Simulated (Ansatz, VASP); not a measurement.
One calculation of Ge, two programs

The input INCAR:

```
SYSTEM = Ge
PREC     = Accurate       ! precision mode
ENCUT    = 600            ! plane-wave cutoff, eV
EDIFF    = 1E-6           ! SCF threshold, eV
ISMEAR   = -1             ! smearing method
SIGMA    = 0.1            ! smearing width, eV
LREAL    = .False.        ! projectors in reciprocal space
LASPH    = .True.         ! aspherical terms in the spheres
NELM     = 100            ! most SCF steps
ALGO     = Normal         ! electronic algorithm
ISIF     = 3              ! what is computed and relaxed
LWAVE    = .False.        ! write WAVECAR
LCHARG   = .False.        ! write CHGCAR
GGA      = CA             ! functional
IBRION   = 2              ! ionic algorithm
NSW      = 80             ! ionic steps
EDIFFG   = -0.01          ! ionic threshold
```

File KPOINTS:

```
Automatic mesh
0
Gamma
  12 12 4
  0 0 0
```

POSCAR

```
Ge
1.0
    3.0076538696      0.0000000000      0.0000000000
   -1.5038269348      2.6047046568      0.0000000000
    0.0000000000      0.0000000000      9.8229975381
Ge
4
Direct
    0.0000000000      0.0000000000      0.0000000000
    0.0000000000      0.0000000000      0.5000000000
    0.3333333333      0.6666666667      0.2500000000
    0.6666666667      0.3333333333      0.7500000000
```

Input for Ansatz:

```yaml
crystal:
  lattice:
    - [3.0076538696, 0.0, 0.0]
    - [-1.5038269348, 2.6047046568, 0.0]
    - [0.0, 0.0, 9.8229975381]
  atoms:
    - { symbol: Ge, position: [0.0, 0.0, 0.0] }
    - { symbol: Ge, position: [0.0, 0.0, 0.5] }
    - { symbol: Ge, position: [0.3333333333, 0.6666666667, 0.25] }
    - { symbol: Ge, position: [0.6666666667, 0.3333333333, 0.75] }
hamiltonian:
  xc: lda
  pseudopotentials:
    kind: paw
    azcp:
      Ge: "pseudopotentials/Ge.paw.azcp"
basis:
  ecutwfc: 420
  fft_grid_basis: typed
kpoints:
  mp_grid: { grid: [12, 12, 4], shift: [0, 0, 0] }
magnetization:
  spin_polarized: false
scf:
  occupations: { method: fermi_dirac, width: 0.1 }
relax:
  max_steps: 60
  f_tol: 0.01
  cell: {}
output:
  write_density: true
  write_potential: true
  elf: true
  volumetric_format: npy
```

Alike in both runs: task relaxation of cell and atoms; functional LDA; k mesh 12 × 12 × 4; occupations fermi-dirac, width 0.1 eV; no spin polarisation.

|  | VASP | Ansatz |
| --- | --- | --- |
| version | VASP 6.6.1 | Ansatz 0.2.0 |
| potentials or method | VASP PAW LDA potentials, release 64 (Ge_d), cutoff 600 eV | plane waves (420 eV) with PAW, scalar-relativistic |
| valence electrons in the cell | 56 | 56 |

|  | VASP | Ansatz | Ansatz less VASP |
| --- | --- | --- | --- |
| relaxed volume (Å³/atom) | 18.04 | 18.05 | +0.013 |
| relaxed length of the cell vector where the two differ most in proportion (Å) | 9.431 | 9.462 | +0.0309 |

Ansatz warns that its potentials were made for another functional, while VASP's fit it. LDA's correlation is that of Perdew and Zunger in VASP and of Perdew and Wang (1992) in Ansatz.
